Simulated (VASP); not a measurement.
# Si2W3 (P4/mmm) in VASP: a series of runs, part 3 of 3

VASP 6.6.1. The steps go on from the part before.

## Step 6: Relaxation of cell and atoms, PBE

Input file INCAR:

```
SYSTEM = Si2W3
PREC     = Accurate       ! precision mode
ENCUT    = 600            ! plane-wave cutoff, eV
EDIFF    = 1E-7           ! SCF threshold, eV
ISMEAR   = 0              ! smearing method
SIGMA    = 0.1            ! smearing width, eV
LREAL    = .FALSE.        ! projectors in reciprocal space
LASPH    = .TRUE.         ! aspherical terms in the spheres
NELM     = 60             ! most SCF steps
ALGO     = Fast           ! electronic algorithm
ISIF     = 3              ! what is computed and relaxed
LWAVE    = .FALSE.        ! write WAVECAR
LCHARG   = .FALSE.        ! write CHGCAR
GGA      = PE             ! functional
IBRION   = 2              ! ionic algorithm
NSW      = 100            ! ionic steps
EDIFFG   = -0.01          ! ionic threshold
```

Input file KPOINTS:

```
Automatic mesh
0
G
  12 12 4
  0 0 0
```

Input file POSCAR:

```
Si2W3
1.0
    3.1752411778      0.0000000000      0.0000000000
    0.0000000000      3.1752411778      0.0000000000
    0.0000000000      0.0000000000      9.0313407905
Si W
2 3
Direct
    0.5000000000      0.0000000000      0.0000000000
    0.0000000000      0.5000000000      0.0000000000
    0.0000000000      0.0000000000      0.2254351197
    0.0000000000      0.0000000000      0.7745648803
    0.0000000000      0.0000000000      0.5000000000
```

Potentials or basis: VASP PAW PBE potentials, release 64 (Si, W_sv).

On the command line:

```console
$ cat potpaw_PBE.64/Si/POTCAR potpaw_PBE.64/W_sv/POTCAR > POTCAR
$ mpirun -np 1 vasp_std > vasp.out
```

OUTCAR:

```text
SYSTEM = Si2W3
   PREC = Accurate
   ENCUT = 600
   EDIFF = 1E-7
   ISMEAR = 0
   LREAL = .FALSE.
   LASPH = .TRUE.
   NELM = 60
   ISIF = 3
   GGA = PE
   IBRION = 2
   NSW = 100
   EDIFFG = -0.01

 ion  position               nearest neighbor table
   1  0.500  0.000  0.000-   2 2.25   2 2.25   2 2.25   2 2.25   4 2.58   3 2.58   4 2.58   3 2.58

   2  0.000  0.500  0.000-   1 2.25   1 2.25   1 2.25   1 2.25   3 2.58   4 2.58   4 2.58   3 2.58

   3  0.000  0.000  0.225-   5 2.48   2 2.58   1 2.58   2 2.58   1 2.58
   4  0.000  0.000  0.775-   5 2.48   2 2.58   1 2.58   2 2.58   1 2.58
   5  0.000  0.000  0.500-   3 2.48   4 2.48

  LATTYP: Found a simple tetragonal cell.
 ALAT       =     3.1752411778
 C/A-ratio  =     2.8443007270

  Lattice vectors:

[... 381 lines left out ...]

 number of electron      49.9999999 magnetization

 Free energy of the ion-electron system (eV)
  ---------------------------------------------------
  ext. energy  EPLUGINS =         0.00000000
  ---------------------------------------------------
  free energy    TOTEN  =       -42.25000532 eV

  energy without entropy =      -42.22303056  energy(sigma->0) =      -42.23651794

 E-fermi :   8.2342     XC(G=0): -11.6166

 val. band max:        8.2320298093   @ k =   0.2500   0.0833   0.5000
 cond. band min:       8.2417841759   @ k =   0.4167   0.1667   0.2500
 fundamental gap:      0.0097543666
 Fermi energy:         8.2341874256

 k-point     1 :       0.0000    0.0000    0.0000
  band No.  band energies     occupation
      1     -65.8988      2.00000
      2     -65.8148      2.00000
      3     -65.7643      2.00000
      4     -30.7175      2.00000
      5     -30.0847      2.00000
      6     -30.0038      2.00000
[... 781 lines left out ...]
     29      10.3729      0.00000
     30      10.4187      0.00000

 [... further k-points ...]
[... 5 lines left out ...]
  --------------------------------------------------------------------------------------
  -------------------------------------------------------------------------------------
  Total        0.0104593      0.0104593      0.0051702      0.0000000     -0.0000000      0.0000000
  in kB        0.1845735      0.1845735      0.0912381      0.0000000     -0.0000000      0.0000000
  external PRESSURE =       0.1534617 kB  Pullay stress =       0.0000000 kB
[... 20 lines left out ...]
  FREE ENERGIE OF THE ION-ELECTRON SYSTEM (eV)
  ---------------------------------------------------
  free  energy   TOTEN  =       -42.2500053180 eV

  energy  without entropy=      -42.2230305615  energy(sigma->0) =      -42.23651794

 reached required accuracy - stopping structural energy minimisation
```

CONTCAR:

```text
Si2W3
   1.00000000000000
     3.1598940886488358    0.0000000000000000    0.0000000000000000
     0.0000000000000000    3.1598940886488358    0.0000000000000000
     0.0000000000000000    0.0000000000000000    9.0927869113508013
  Si              W
     2     3
Direct
     0.5000000000000000    0.0000000000000000    0.0000000000000000
     1.0000000000000000    0.5000000000000000    0.0000000000000000
     0.0000000000000000    1.0000000000000000    0.2267637949541416
     1.0000000000000000    0.0000000000000000    0.7732362050458584
     1.0000000000000000    0.0000000000000000    0.5000000000000000

  0.00000000E+00  0.00000000E+00  0.00000000E+00
  0.00000000E+00  0.00000000E+00  0.00000000E+00
  0.00000000E+00  0.00000000E+00  0.00000000E+00
  0.00000000E+00  0.00000000E+00  0.00000000E+00
  0.00000000E+00  0.00000000E+00  0.00000000E+00
```

Wall time 14 min (1 thread of AMD EPYC 9R45 (Zen 5), shared host); peak memory 0.37 GiB.

Results:

```
Free energy                           : -42.2500 eV
Relaxed volume                        : 18.16 Å³/atom
Relaxed cell                          : a = 3.160 Å, b = 3.160 Å, c = 9.093 Å, α = 90.00°, β = 90.00°, γ = 90.00°
Space group after relaxing (to 0.1 Å) : P4/mmm (No. 123)
Energy gained by relaxing             : 0.9 meV/atom
Ionic steps                           : 6
Pressure after relaxing               : 0.0 GPa
Largest force after relaxing          : 0.008 eV/Å
Band gap on the k mesh                : zero (bands 25 and 26 overlap by 1.78 eV)
```

Forces on the atoms (eV/Å):
```
Si   0.000  0.000  0.000
Si   0.000  0.000  0.000
W    0.000  0.000  0.008
W    0.000  0.000 -0.008
W    0.000  0.000  0.000
```

The path:
```
step  energy change (eV)  largest force (eV/Å)  pressure (GPa)  volume (Å³)
   1              0.0000                0.1166            0.29        91.06
   2             -0.0022                0.0630           -1.01        91.48
   3             -0.0026                0.0763           -0.66        91.36
   4             -0.0046                0.0380            0.06        90.75
   5             -0.0046                0.0398            0.03        90.78
   6             -0.0047                0.0085            0.02        90.79
```

Final structure:
```
Si W
1.0
     3.15989    0.00000    0.00000
     0.00000    3.15989    0.00000
     0.00000    0.00000    9.09279
Si W
2 3
Cartesian
  1.5799 0.0000 0.0000
  3.1599 1.5799 0.0000
  0.0000 3.1599 2.0619
  3.1599 0.0000 7.0309
  3.1599 0.0000 4.5464
```

Levels at points of the mesh, in eV from the Fermi level:
| k point | band 23 | band 24 | band 25 | band 26 | band 27 | band 28 |
| --- | --- | --- | --- | --- | --- | --- |
| (0.00, 0.00, 0.00) | -1.69 | -0.98 | -0.98 | -0.07 | 1.63 | 1.90 |
| (0.50, 0.00, 0.00) | -1.19 | -0.63 | -0.44 | 0.44 | 0.87 | 1.27 |
| (0.50, 0.50, 0.00) | -1.20 | -1.17 | -0.74 | 0.00 | 0.00 | 3.17 |
| (0.00, 0.00, 0.50) | -1.19 | -0.74 | 0.07 | 0.07 | 0.14 | 0.14 |
| (0.50, 0.00, 0.50) | -0.36 | 0.16 | 0.52 | 0.53 | 1.04 | 1.14 |
| (0.50, 0.50, 0.50) | -1.64 | -1.43 | 1.18 | 1.18 | 2.33 | 2.36 |

Caveat: spin-orbit coupling is left out, which moves the levels of the heavy elements.

## Step 7: The runs side by side

| task | cell | k mesh | cutoff (eV) | gap on the mesh (eV) | pressure (GPa) | relaxed volume (Å³/atom) | largest force (eV/Å) |
| --- | --- | --- | --- | --- | --- | --- | --- |
| single point | a = 3.175, b = 3.175, c = 9.031 Å, 5 atoms, atomic positions A | 6 × 6 × 4 | 520 | none | 0.2 | - | 0.08 |
| single point | a = 3.577, b = 3.577, c = 7.424 Å, 5 atoms, atomic positions B | 6 × 6 × 4 | 520 | none | 99.8 | - | 38.67 |
| single point | a = 3.163, b = 3.163, c = 9.071 Å, 5 atoms, atomic positions C | 12 × 12 × 4 | 520 | none | 0.2 | - | 0.07 |
| relaxation of cell and atoms | relaxed from a = 3.577, b = 3.577, c = 7.424 Å, 5 atoms, atomic positions B | 6 × 6 × 4 | 600 | none | 0.0 | 18.22 | 0.01 |
| relaxation of cell and atoms | relaxed from a = 3.175, b = 3.175, c = 9.031 Å, 5 atoms, atomic positions A | 12 × 12 × 4 | 600 | none | 0.0 | 18.16 | 0.01 |

Alike in all rows: level PBE; potentials or basis VASP PAW PBE potentials, release 64 (Si, W_sv); no spin polarisation; smearing gaussian 0.1 eV.

Caveats: spin-orbit coupling is left out, which moves the levels of the heavy elements; atoms lie so close that the PAW spheres overlap strongly, which falsifies energies and pressures (at least some runs); the stress differs along the axes, from 87 to 125 GPa (at least some runs); forces of over 1 eV/Å act on the atoms, so gaps and moduli don't describe the material at rest (at least some runs); a cell axis changed by over 15 % at a fixed basis, so the end point is rough (at least some runs).

Total energies depend on the potentials used, so only differences within one code and one set of settings carry meaning.

The gap in the log of VASP goes by the Fermi energy; the results here count the filled bands.